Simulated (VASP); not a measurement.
# LiGeN (P6_3mc) in VASP: settings compared, part 2 of 2

VASP 6.6.1.

## 3. Single point, r2SCAN (12.77 Å³/atom)

This run uses another cell than the first one, of 12.77 Å³/atom.

File POSCAR:

```
LiGeN
1.0
    3.0456540716      0.0000000000      0.0000000000
   -1.5228270358      2.6376137971      0.0000000000
    0.0000000000      0.0000000000      9.5364976006
Li Ge N
2 2 2
Direct
    0.6666666667      0.3333333333      0.7431798159
    0.3333333333      0.6666666667      0.2431798159
    0.0000000000      0.0000000000      0.4988273199
    0.0000000000      0.0000000000      0.9988273199
    0.3333333333      0.6666666667      0.6026308642
    0.6666666667      0.3333333333      0.1026308642
```

File INCAR.step1:

```
SYSTEM = LiGeN
PREC = Accurate
ENCUT = 520
ISMEAR = 0
SIGMA = 0.01
LREAL = .FALSE.
LASPH = .TRUE.
NELM = 100
NBANDS = 31
GGA = PE
ALGO = Normal
EDIFF = 1E-4
LWAVE = .TRUE.
LCHARG = .FALSE.
```

File INCAR.step2:

```
SYSTEM = LiGeN
PREC = Accurate
ENCUT = 520
EDIFF = 1E-7
ISMEAR = 0
SIGMA = 0.01
LREAL = .FALSE.
LASPH = .TRUE.
NELM = 100
ALGO = Normal
ISIF = 2
LWAVE = .FALSE.
LCHARG = .TRUE.
METAGGA = R2SCAN
LMIXTAU = .TRUE.
LELF = .TRUE.
LVHAR = .TRUE.
NBANDS = 31
ISTART = 1
```

File KPOINTS:

```
Automatic mesh
0
G
  9 9 2
  0 0 0
```

Potentials or basis: VASP PAW PBE potentials, release 64 (Li_sv, Ge_d, N).

Command:

```console
> cat potpaw_PBE.64/Li_sv/POTCAR potpaw_PBE.64/Ge_d/POTCAR potpaw_PBE.64/N/POTCAR > POTCAR
> cp INCAR.step1 INCAR
> mpirun -np 1 vasp_std > vasp.out
> cp INCAR.step2 INCAR
> mpirun -np 1 vasp_std > vasp.out
```

OUTCAR:

```text
SYSTEM = LiGeN
   PREC = Accurate
   ENCUT = 520
   EDIFF = 1E-7
   ISMEAR = 0
   LREAL = .FALSE.
   LASPH = .TRUE.
   NELM = 100
   ISIF = 2
   METAGGA = R2SCAN
   ISTART = 1

 ion  position               nearest neighbor table
   1  0.667  0.333  0.743-
   2  0.333  0.667  0.243-
   3  0.000  0.000  0.499-   5 2.02   5 2.02   5 2.02
   4  0.000  0.000  0.999-   6 2.02   6 2.02   6 2.02
   5  0.333  0.667  0.603-   3 2.02   3 2.02   3 2.02
   6  0.667  0.333  0.103-   4 2.02   4 2.02   4 2.02

[... 1022 lines left out ...]
  -------------------------------------------------------------------------------------
  Total       -2.8855667     -2.8855667     -2.1506320      0.0000000      0.0000000      0.0000000
  in kB      -60.3477416    -60.3477416    -44.9775712      0.0000000      0.0000000      0.0000000
  external PRESSURE =     -55.2243515 kB  Pullay stress =       0.0000000 kB

 VOLUME and BASIS-vectors are now :
 -----------------------------------------------------------------------------
  energy-cutoff  :      520.00
  volume of cell :       76.61
      direct lattice vectors                 reciprocal lattice vectors
     3.045654072  0.000000000  0.000000000     0.328336698  0.189565281  0.000000000
    -1.522827036  2.637613797  0.000000000     0.000000000  0.379130562  0.000000000
     0.000000000  0.000000000  9.536497601     0.000000000  0.000000000  0.104860300

 POSITION                                       TOTAL-FORCE (eV/Angst)
 -----------------------------------------------------------------------------------
      1.52283      0.87920      7.08733         0.000000      0.000000     -0.150809
     -0.00000      1.75841      2.31908         0.000000      0.000000     -0.150809
      0.00000      0.00000      4.75707         0.000000     -0.000000      0.422430
      0.00000      0.00000      9.52531        -0.000000      0.000000      0.422430
     -0.00000      1.75841      5.74699         0.000000      0.000000     -0.271621
      1.52283      0.87920      0.97874         0.000000     -0.000000     -0.271621
 -----------------------------------------------------------------------------------
    total drift:                               -0.000000      0.000000     -0.016268

  FREE ENERGIE OF THE ION-ELECTRON SYSTEM (eV)
  ---------------------------------------------------
  free  energy   TOTEN  =       -53.1455728618 eV

  energy  without entropy=      -53.1455728618  energy(sigma->0) =      -53.14557286
```

OUTCAR.step1:

```text
SYSTEM = LiGeN
   PREC = Accurate
   ENCUT = 520
   ISMEAR = 0
   LREAL = .FALSE.
   LASPH = .TRUE.
[... 1053 lines left out ...]
      0.00000      0.00000      9.52531         0.000000      0.000000      0.035241
     -0.00000      1.75841      5.74699         0.000000     -0.000000      0.064284
      1.52283      0.87920      0.97874        -0.000000      0.000000      0.064284
 -----------------------------------------------------------------------------------
    total drift:                               -0.000000     -0.000000      0.011169

  FREE ENERGIE OF THE ION-ELECTRON SYSTEM (eV)
  ---------------------------------------------------
  free  energy   TOTEN  =       -31.3470538290 eV

  energy  without entropy=      -31.3470538290  energy(sigma->0) =      -31.34705383
```

Run time: 2.1 min. Hardware: 1 thread of Intel Xeon 6975P-C (Granite Rapids), shared host; peak memory 0.22 GiB.

What came out:

- Free energy: -53.1456 eV
- Largest force: 0.422 eV/Å
- Band gap on the k mesh: 1.92 eV (least direct gap 2.72 eV)

Forces in eV/Å, atoms in the order of the input:
```
Li   0.000  0.000 -0.151
Li   0.000  0.000 -0.151
Ge   0.000  0.000  0.422
Ge   0.000  0.000  0.422
N    0.000  0.000 -0.272
N    0.000  0.000 -0.272
```

Caveat: the cutoff is under 1.25 times the usual one of these potentials, so pressure, stress and relaxed cells hold a basis-set (Pulay) error; the PAW data sets were made with another functional, which shifts forces and pressure a little. A k mesh can miss the band edges.

## 4. Single point, PBE

This run uses another cell than the first one, of 12.05 Å³/atom.

File INCAR:

```
  PREC = Accurate
  ENCUT = 520
  EDIFF = 1E-6
  ISMEAR = 0
  SIGMA = 0.01
  LREAL = F
  LASPH = T
  NELM = 60
  ALGO = Normal
  ISIF = 2
  LWAVE = F
  LCHARG = T
  GGA = PE
  LELF = T
  LVHAR = T
  NBANDS = 31
```

File KPOINTS:

```
regular mesh
0
Gamma
  12 12 4
```

Changes to POSCAR since step 3:

```diff
@@ -2,5 +2,5 @@
 1.0
-    3.0456540716      0.0000000000      0.0000000000
-   -1.5228270358      2.6376137971      0.0000000000
-    0.0000000000      0.0000000000      9.5364976006
+    2.9870692135      0.0000000000      0.0000000000
+   -1.4935346068      2.5868778218      0.0000000000
+    0.0000000000      0.0000000000      9.3530577400
 Li Ge N
```

Command:

```console
> cat potpaw_PBE.64/Li_sv/POTCAR potpaw_PBE.64/Ge_d/POTCAR potpaw_PBE.64/N/POTCAR > POTCAR
> mpirun -np 1 vasp_std > vasp.out
```

It took 64 s on 1 thread of Intel Xeon 6975P-C (Granite Rapids), shared host; peak memory 0.25 GiB.

The run converged. Its results:

```yaml
Free_energy: -31.3413 eV
Largest_force: 0.468 eV/Å
Band_gap_on_the_k_mesh: 1.52 eV (least direct gap 2.48 eV)
```

Forces on the atoms (eV/Å):
```
Li   0.000  0.000  0.055
Li   0.000  0.000  0.055
Ge   0.000  0.000 -0.468
Ge   0.000  0.000 -0.468
N    0.000  0.000  0.413
N    0.000  0.000  0.413
```

Levels at points of the mesh, in eV from the valence-band top:
```csv
k point,band 18,band 19,band 20,band 21,band 22,band 23,band 24,band 25,band 26,band 27
"(0.00, 0.00, 0.00)",-1.23,-1.23,-1.22,-1.22,-0.31,2.72,3.63,7.22,7.71,8.39
"(0.50, 0.00, 0.00)",-3.97,-2.87,-2.82,-1.13,-0.96,1.52,2.18,5.09,5.25,6.23
"(0.00, 0.00, 0.50)",-1.46,-1.23,-1.23,-1.23,-1.23,3.31,3.31,7.47,7.47,8.46
"(0.50, 0.00, 0.50)",-3.98,-2.84,-2.84,-1.12,-1.12,1.94,1.94,5.30,5.30,6.67
```

Caveat: the cutoff is under 1.25 times the usual one of these potentials, so pressure, stress and relaxed cells hold a basis-set (Pulay) error. A k mesh can miss the band edges.

## 5. Single point, r2SCAN

This run uses another cell than the first one, of 12.05 Å³/atom.

POSCAR is that of step 4.

Changes to INCAR.step1 since step 3:

```diff
@@ -7,3 +7,3 @@
 LASPH = .TRUE.
-NELM = 100
+NELM = 60
 NBANDS = 31
```

File INCAR.step2:

```
SYSTEM = LiGeN
PREC = Accurate
ENCUT = 520
EDIFF = 1E-6
ISMEAR = 0
SIGMA = 0.01
LREAL = .FALSE.
LASPH = .TRUE.
NELM = 60
ALGO = Normal
ISIF = 2
LWAVE = .FALSE.
LCHARG = .FALSE.
METAGGA = R2SCAN
LMIXTAU = .TRUE.
NBANDS = 31
ISTART = 1
```

File KPOINTS:

```
Automatic mesh
0
G
  12 12 4
  0 0 0
```

Command:

```console
> cat potpaw_PBE.64/Li_sv/POTCAR potpaw_PBE.64/Ge_d/POTCAR potpaw_PBE.64/N/POTCAR > POTCAR
> cp INCAR.step1 INCAR
> mpirun -np 1 vasp_std > vasp.out
> cp INCAR.step2 INCAR
> mpirun -np 1 vasp_std > vasp.out
```

It took 4.1 min on 1 thread of Intel Xeon 6975P-C (Granite Rapids), shared host; peak memory 0.27 GiB.

The run converged. Its results:

| Property | Result |
| --- | --- |
| Free energy | -53.2205 eV |
| Largest force | 0.087 eV/Å |
| Band gap on the k mesh | 1.86 eV (least direct gap 2.83 eV) |

Forces in eV/Å, atoms in the order of the input:
```
Li   0.000  0.000 -0.018
Li   0.000  0.000 -0.018
Ge   0.000  0.000 -0.069
Ge   0.000  0.000 -0.069
N    0.000  0.000  0.087
N    0.000  0.000  0.087
```

Levels at points of the mesh, in eV from the valence-band top:
| k point | band 18 | band 19 | band 20 | band 21 | band 22 | band 23 | band 24 | band 25 | band 26 | band 27 |
| --- | --- | --- | --- | --- | --- | --- | --- | --- | --- | --- |
| (0.00, 0.00, 0.00) | -1.25 | -1.25 | -1.25 | -1.25 | -0.30 | 3.29 | 4.18 | 7.93 | 8.56 | 8.95 |
| (0.50, 0.00, 0.00) | -4.10 | -2.96 | -2.91 | -1.12 | -0.97 | 1.86 | 2.54 | 5.70 | 5.90 | 6.92 |
| (0.00, 0.00, 0.50) | -1.42 | -1.25 | -1.25 | -1.25 | -1.25 | 3.86 | 3.86 | 8.25 | 8.25 | 9.02 |
| (0.50, 0.00, 0.50) | -4.12 | -2.93 | -2.93 | -1.11 | -1.11 | 2.27 | 2.27 | 5.94 | 5.94 | 7.36 |

Caveat: the cutoff is under 1.25 times the usual one of these potentials, so pressure, stress and relaxed cells hold a basis-set (Pulay) error; the PAW data sets were made with another functional, which shifts forces and pressure a little.

## 6. The runs side by side

| level | cell | k mesh | gap on the mesh (eV) | largest force (eV/Å) |
| --- | --- | --- | --- | --- |
| r2SCAN | a = 3.017, b = 3.017, c = 9.446 Å, angles 90.0, 90.0, 120.0°, 6 atoms | 9 × 9 × 2 | 1.98 | 0.20 |
| r2SCAN | a = 3.046, b = 3.046, c = 9.536 Å, angles 90.0, 90.0, 120.0°, 6 atoms | 9 × 9 × 2 | 1.92 | 0.42 |
| PBE | a = 2.987, b = 2.987, c = 9.353 Å, angles 90.0, 90.0, 120.0°, 6 atoms | 12 × 12 × 4 | 1.52 | 0.47 |
| r2SCAN | a = 2.987, b = 2.987, c = 9.353 Å, angles 90.0, 90.0, 120.0°, 6 atoms | 12 × 12 × 4 | 1.86 | 0.09 |

Alike in all rows: task single point; potentials or basis VASP PAW PBE potentials, release 64 (Li_sv, Ge_d, N); no spin polarisation; cutoff (eV) 520; smearing gaussian 0.01 eV.

Caveats: the cutoff is under 1.25 times the usual one of these potentials, so pressure, stress and relaxed cells hold a basis-set (Pulay) error; the PAW data sets were made with another functional, which shifts forces and pressure a little (at least some runs).

Absolute energies hang on the potentials; compare differences alone.
